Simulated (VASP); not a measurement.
# MgS (R-3m) in VASP: notebook, part 2 of 2

VASP 6.6.1. The steps go on from the part before.

## (3) Single point, PBEsol

This run uses another cell than the first one, of the same volume but with other edges.

Contents of INCAR:

```
PREC     = Accurate       # precision mode
ENCUT    = 520            # plane-wave cutoff, eV
EDIFF    = 1E-6           # SCF threshold, eV
ISMEAR   = 0              # smearing method
SIGMA    = 0.05           # smearing width, eV
LREAL    = F              # projectors in reciprocal space
LASPH    = T              # aspherical terms in the spheres
NELM     = 80             # most SCF steps
ALGO     = Normal         # electronic algorithm
ISIF     = 2              # what is computed and relaxed
LWAVE    = F              # write WAVECAR
LCHARG   = T              # write CHGCAR
GGA      = PS             # functional
LELF     = T              # ELF
LVHAR    = T            
NBANDS   = 11             # bands
```

Contents of KPOINTS:

```
regular mesh
0
Gamma
  8 8 8
```

Contents of POSCAR:

```
MgS
1.0
   -0.5638143949      2.3524669581      2.3524669581
    2.3524669581     -0.5638143949      2.3524669581
    2.3524669581      2.3524669581     -0.5638143949
Mg S
1 1
Direct
    0.0000000000      0.0000000000      0.0000000000
    0.5000000000      0.5000000000      0.5000000000
```

Potentials or basis: VASP PAW PBE potentials, release 64 (Mg, S).

The run is started by

```console
> cat potpaw_PBE.64/Mg/POTCAR potpaw_PBE.64/S/POTCAR > POTCAR
> mpirun -np 1 vasp_std > vasp.out
```

OUTCAR:

```text
PREC = Accurate
   ENCUT = 520
   EDIFF = 1E-6
   ISMEAR = 0
   LREAL = F
   LASPH = T
   NELM = 80
   ISIF = 2
   GGA = PS

 ion  position               nearest neighbor table
   1  0.000  0.000  0.000-   2 2.66   2 2.66   2 2.66   2 2.66   2 2.66   2 2.66
   2  0.500  0.500  0.500-   1 2.66   1 2.66   1 2.66   1 2.66   1 2.66   1 2.66

  LATTYP: Found a trigonal (rhomboedric) cell.
 ALAT       =     3.3743278219
 COS(alpha) =     0.2530624440

  Lattice vectors:

 A1 = (  -0.5638143949,   2.3524669581,   2.3524669581)
 A2 = (   2.3524669581,  -0.5638143949,   2.3524669581)
 A3 = (   2.3524669581,   2.3524669581,  -0.5638143949)

Analysis of symmetry for initial positions (statically):
=====================================================================
 Subroutine PRICEL returns:
 Original cell was already a primitive cell.

 Routine SETGRP: Setting up the symmetry group for a
 trigonal (rhombohedral) supercell.

 Subroutine GETGRP returns: Found 12 space group operations
 (whereof 12 operations were pure point group operations)
 out of a pool of 12 trial point group operations.

The static configuration has the point symmetry D_3d.

Analysis of symmetry for dynamics (positions and initial velocities):
=====================================================================
 Subroutine PRICEL returns:
 Original cell was already a primitive cell.

 Routine SETGRP: Setting up the symmetry group for a
 trigonal (rhombohedral) supercell.

 Subroutine GETGRP returns: Found 12 space group operations
 (whereof 12 operations were pure point group operations)
 out of a pool of 12 trial point group operations.

The dynamic configuration has the point symmetry D_3d.

 Subroutine INISYM returns: Found 12 space group operations
 (whereof 12 operations are pure point group operations),
 and found     1 'primitive' translations

----------------------------------------------------------------------------------------

                                     Primitive cell

  volume of cell :      35.2190

  direct lattice vectors                    reciprocal lattice vectors
    -0.563814395  2.352466958  2.352466958    -0.148108097  0.194794345  0.194794345
     2.352466958 -0.563814395  2.352466958     0.194794345 -0.148108097  0.194794345
     2.352466958  2.352466958 -0.563814395     0.194794345  0.194794345 -0.148108097

  length of vectors
     3.374327822  3.374327822  3.374327822     0.312770975  0.312770975  0.312770975

  position of ions in fractional coordinates (direct lattice)
     0.000000000  0.000000000  0.000000000
     0.500000000  0.500000000  0.500000000

  ion indices of the primitive-cell ions
   primitive index   ion index
                 1           1
                 2           2

----------------------------------------------------------------------------------------

 KPOINTS: regular mesh

Automatic generation of k-mesh.
 Grid dimensions read from file:
 generate k-points for:    8    8    8

 Generating k-lattice:

  Cartesian coordinates                     Fractional coordinates (reciprocal lattice)
[... 22 lines left out ...]
  0.125000  0.125000  0.000000      6.000000
[... 16 lines left out ...]
  0.250000  0.125000  0.125000      6.000000
  0.375000  0.125000  0.125000      6.000000
 [... further k-points ...]
   k-points           NKPTS =     65   k-points in BZ     NKDIM =     65   number of bands    NBANDS=     11
   number of dos      NEDOS =    301   number of ions     NIONS =      2
   total plane-waves  NPLWV =  21952
   dimension x,y,z NGX =    28 NGY =   28 NGZ =   28
   dimension x,y,z NGXF=    56 NGYF=   56 NGZF=   56
   ions per type =               1   1
   NGX,Y,Z   is equivalent  to a cutoff of  13.80, 13.80, 13.80 a.u.
   NGXF,Y,Z  is equivalent  to a cutoff of  27.59, 27.59, 27.59 a.u.
 SYSTEM =  unknown system
   PREC   = accura    normal or accurate (medium, high low for compatibility)
   ISTART =      0    job   : 0-new  1-cont  2-samecut
   ICHARG =      2    charge: 1-file 2-atom 10-const
   ISPIN  =      1    spin polarized calculation?
   LNONCOLLINEAR =      F non collinear calculations
   LSORBIT =      F    spin-orbit coupling
   LASPH  =      T    aspherical Exc in radial PAW
   ENCUT  =  520.0 eV  38.22 Ry    6.18 a.u.   6.27  6.27  6.27*2*pi/ulx,y,z
   NELM   =     80;   NELMIN=  2; NELMDL= -5     # of ELM steps
   EDIFF  = 0.1E-05   stopping-criterion for ELM
   LREAL  =      F    real-space projection
   EDIFFG = 0.1E-04   stopping-criterion for IOM
   NSW    =      0    number of steps for IOM
   IBRION =     -1    ionic relax: 0-MD 1-quasi-New 2-CG
   NFREE  =      0    steps in history (QN), initial steepest desc. (CG)
   ISIF   =      2    stress and relaxation
   ISYM   =      2    0-nonsym 1-usesym 2-fastsym
   POTIM  = 0.5000    time-step for ionic-motion
   TEBEG  =    0.0;   TEEND  =   0.0 temperature during run
   PSTRESS=    0.0 pullay stress
   NELECT =       8.0000    total number of electrons
   NUPDOWN=      -1.0000    fix difference up-down
   EMIN   =  10.00;   EMAX   =-10.00  energy-range for DOS
   EFERMI =   0.00;   METHOD = LEGACY
   ISMEAR =     0;   SIGMA  =   0.05  broadening in eV -4-tet -1-fermi 0-gaus
   EFERMI_NEDOS =   21; number of points for ismear=-14 and -15
   IALGO  =     38    algorithm
   IMIX   =      4    mixing-type and parameters
     AMIX     =   0.40;   BMIX     =  1.00
     AMIX_MAG =   1.60;   BMIX_MAG =  1.00
  volume/ion in A,a.u.               =      17.61       118.83
  Fermi-wavevector in a.u.,A,eV,Ry     =   0.998878  1.887606 13.575323  0.997758
  Thomas-Fermi vector in A             =   2.131131
   LORBIT       =      0    0 simple, 1 ext, 2 COOP (PROOUT), +10 PAW based schemes
   GGA     = PS    functional components
   LHFCALC =     F    Hartree Fock is set to
   AEXX    =    0.0000 exact exchange contribution
   IVDW    =     0    specifies the selected vdW correction
   LEPSILON=     F    determine dielectric tensor
   LRPA    =     F    only Hartree local field effects (RPA)
 non-spin polarized calculation
 Gauss-broadening in eV      SIGMA  =   0.05
  energy-cutoff  :      520.00
  volume of cell :       35.22
 maximum number of plane-waves:       975
 NGX is ok and might be reduce to    28

 number of electron       8.0000000 magnetization

 Free energy of the ion-electron system (eV)
  ---------------------------------------------------
  ext. energy  EPLUGINS =         0.00000000
  ---------------------------------------------------
  free energy    TOTEN  =        -8.43148928 eV

  energy without entropy =       -8.43148928  energy(sigma->0) =       -8.43148928

 E-fermi :   5.1001     XC(G=0):  -9.8676

 val. band max:        4.8825485605   @ k =   0.0000   0.0000   0.0000
 cond. band min:       5.4439629945   @ k =   0.5000   0.5000   0.0000
 fundamental gap:      0.5614144340
 Fermi energy:         5.1001147457

 k-point     1 :       0.0000    0.0000    0.0000
  band No.  band energies     occupation
      1      -8.8249      2.00000
      2       3.3551      2.00000
      3       3.3551      2.00000
      4       4.8825      2.00000
      5       6.4253      0.00000
      6      10.0757      0.00000
      7      10.0757      0.00000
      8      15.2723      0.00000
      9      15.2723      0.00000
     10      15.3948      0.00000
     11      17.2741      0.00000
[... 309 lines left out ...]
 k-point    24 :       0.3750    0.1250    0.1250
  band No.  band energies     occupation
      1      -7.8452      2.00000
      2      -0.1542      2.00000
      3       3.3694      2.00000
      4       3.8898      2.00000
      5       9.0605      0.00000
      6      10.1437      0.00000
      7      10.7588      0.00000
      8      11.9547      0.00000
      9      13.2536      0.00000
     10      16.8884      0.00000
     11      18.3572      0.00000

 [... further k-points ...]

------------------------ aborting loop because EDIFF is reached ----------------------------------------

  FORCE on cell =-STRESS in cart. coord.  units (eV):
  Direction    XX          YY          ZZ          XY          YZ          ZX
  --------------------------------------------------------------------------------------
  -------------------------------------------------------------------------------------
  Total       -0.2675047     -0.2675047     -0.2675047      1.4019057      1.4019057      1.4019057
  in kB      -12.1692938    -12.1692938    -12.1692938     63.7753378     63.7753378     63.7753378
  external PRESSURE =     -12.1692938 kB  Pullay stress =       0.0000000 kB

 VOLUME and BASIS-vectors are now :
 -----------------------------------------------------------------------------
  energy-cutoff  :      520.00
  volume of cell :       35.22
      direct lattice vectors                 reciprocal lattice vectors
    -0.563814395  2.352466958  2.352466958    -0.148108097  0.194794345  0.194794345
     2.352466958 -0.563814395  2.352466958     0.194794345 -0.148108097  0.194794345
     2.352466958  2.352466958 -0.563814395     0.194794345  0.194794345 -0.148108097

 POSITION                                       TOTAL-FORCE (eV/Angst)
 -----------------------------------------------------------------------------------
      0.00000      0.00000      0.00000         0.000000      0.000000      0.000000
      2.07056      2.07056      2.07056        -0.000000      0.000000     -0.000000
 -----------------------------------------------------------------------------------
    total drift:                                0.000000      0.000000      0.000000

  FREE ENERGIE OF THE ION-ELECTRON SYSTEM (eV)
  ---------------------------------------------------
  free  energy   TOTEN  =        -8.4314892831 eV

  energy  without entropy=       -8.4314892831  energy(sigma->0) =       -8.43148928
```

It took 12 s on 1 thread of AMD EPYC 9R45 (Zen 5), shared host; peak memory 0.14 GiB.

Results:

```yaml
Free_energy: -8.4315 eV
Pressure: -1.2 GPa
Band_gap_on_the_k_mesh: 0.56 eV, indirect (least direct gap 1.45 eV)
```

Stress tensor (GPa, compression positive):
```
-1.22  6.38  6.38
 6.38 -1.22  6.38
 6.38  6.38 -1.22
```

Caveat: the PAW data sets were made with another functional, which shifts forces and pressure a little.

## (4) Single point, PBEsol

This run uses another cell than the first one, of the same volume but with other edges.

Contents of INCAR:

```
  PREC = Accurate
  ENCUT = 520
  EDIFF = 1E-6
  ISMEAR = 0
  SIGMA = 0.05
  LREAL = F
  LASPH = T
  NELM = 80
  ALGO = Normal
  ISIF = 2
  LWAVE = F
  LCHARG = F
  GGA = PS
  NBANDS = 11
```

KPOINTS is that of step 3.

Contents of POSCAR:

```
MgS
1.0
    0.6341642620      2.9542774158      2.9542774158
    2.9542774158      0.6341642620      2.9542774158
    2.9542774158      2.9542774158      0.6341642620
Mg S
1 1
Direct
    0.0000000000      0.0000000000      0.0000000000
    0.5000000000      0.5000000000      0.5000000000
```

The run is started by

```console
> cat potpaw_PBE.64/Mg/POTCAR potpaw_PBE.64/S/POTCAR > POTCAR
> mpirun -np 1 vasp_std > vasp.out
```

Wall time 14 s (1 thread of AMD EPYC 9R45 (Zen 5), shared host); peak memory 0.16 GiB.

Results (log left out):

```
Free energy            : -7.9111 eV
Pressure               : 0.1 GPa
Band gap on the k mesh : zero (band 4 reaches 5.50 eV, above the bottom of band 5 at 5.33 eV)
```

Stress tensor (GPa, compression positive):
```
  0.11 -15.86 -15.86
-15.86   0.11 -15.86
-15.86 -15.86   0.11
```

Levels at points of the mesh, in eV from the Fermi level:
| k point | band 1 | band 2 | band 3 | band 4 | band 5 | band 6 | band 7 | band 8 |
| --- | --- | --- | --- | --- | --- | --- | --- | --- |
| (0.00, 0.00, 0.00) | -14.19 | -3.88 | -0.93 | 0.09 | 0.09 | 6.47 | 8.56 | 8.56 |
| (0.50, 0.00, 0.00) | -12.34 | -6.03 | -3.21 | -1.16 | 0.89 | 4.85 | 6.26 | 6.33 |
| (0.50, 0.50, 0.00) | -12.19 | -5.69 | -4.18 | -1.51 | 0.17 | 4.09 | 6.64 | 10.03 |
| (0.50, 0.50, 0.50) | -13.57 | -7.51 | -0.13 | -0.13 | 5.65 | 5.80 | 8.25 | 8.25 |

Caveat: the PAW data sets were made with another functional, which shifts forces and pressure a little.

## (5) Single point, PBEsol

This run uses another cell than the first one, of the same volume but with other edges.

Contents of INCAR:

```
SYSTEM = MgS
  ALGO = Normal
  EDIFF = 1E-6
  ENCUT = 520
  GGA = PS
  ISIF = 2
  ISMEAR = 0
  LASPH = .TRUE.
  LCHARG = .FALSE.
  LREAL = .FALSE.
  LWAVE = .FALSE.
  NBANDS = 11
  NELM = 100
  PREC = Accurate
  SIGMA = 0.05
```

Contents of KPOINTS:

```
k-points
0
G
  8 8 8
  0 0 0
```

Contents of POSCAR:

```
MgS
1.0
   -0.8225592414      2.2620379138      2.2620379138
    2.2620379138     -0.8225592414      2.2620379138
    2.2620379138      2.2620379138     -0.8225592414
Mg S
1 1
Direct
    0.0000000000      0.0000000000      0.0000000000
    0.5000000000      0.5000000000      0.5000000000
```

The run is started by

```console
> cat potpaw_PBE.64/Mg/POTCAR potpaw_PBE.64/S/POTCAR > POTCAR
> mpirun -np 1 vasp_std > vasp.out
```

Run time: 12 s. Hardware: 1 thread of AMD EPYC 9R45 (Zen 5), shared host; peak memory 0.14 GiB.

Results (log left out):

| Item | Value |
| --- | --- |
| Free energy | -8.0179 eV |
| Pressure | -1.6 GPa |

Stress tensor (GPa, compression positive):
```
-1.64  4.14  4.14
 4.14 -1.64  4.14
 4.14  4.14 -1.64
```

Levels at points of the mesh, in eV from the Fermi level:
| k point | band 1 | band 2 | band 3 | band 4 | band 5 | band 6 | band 7 | band 8 | band 9 |
| --- | --- | --- | --- | --- | --- | --- | --- | --- | --- |
| (0.00, 0.00, 0.00) | -13.71 | -1.42 | -1.42 | -0.34 | 1.09 | 4.70 | 4.70 | 10.96 | 11.81 |
| (0.50, 0.00, 0.00) | -12.54 | -6.39 | -0.87 | -0.13 | 3.74 | 6.27 | 6.67 | 8.65 | 8.65 |
| (0.50, 0.50, 0.00) | -11.65 | -5.05 | -4.43 | -0.01 | 0.00 | 6.46 | 8.03 | 9.32 | 9.65 |
| (0.50, 0.50, 0.50) | -10.89 | -4.08 | -3.24 | -3.24 | 1.22 | 2.49 | 2.49 | 5.90 | 14.35 |

Caveat: the PAW data sets were made with another functional, which shifts forces and pressure a little.

## (6) Overview

```csv
cell,gap on the mesh (eV),pressure (GPa)
"a = 5.058 Å, angles 33.6°, 2 atoms",none,1.5
"a = 3.374 Å, angles 75.3°, 2 atoms",0.56,-1.2
"a = 4.226 Å, angles 45.7°, 2 atoms",none,0.1
"a = 3.303 Å, angles 82.7°, 2 atoms",-,-1.6
```

Alike in all rows: task single point; level PBEsol; potentials or basis VASP PAW PBE potentials, release 64 (Mg, S); no spin polarisation; k mesh 8 × 8 × 8; cutoff (eV) 520; smearing gaussian 0.05 eV.

Caveats: the PAW data sets were made with another functional, which shifts forces and pressure a little.

Total energies depend on the potentials used, so only differences within one code and one set of settings carry meaning.
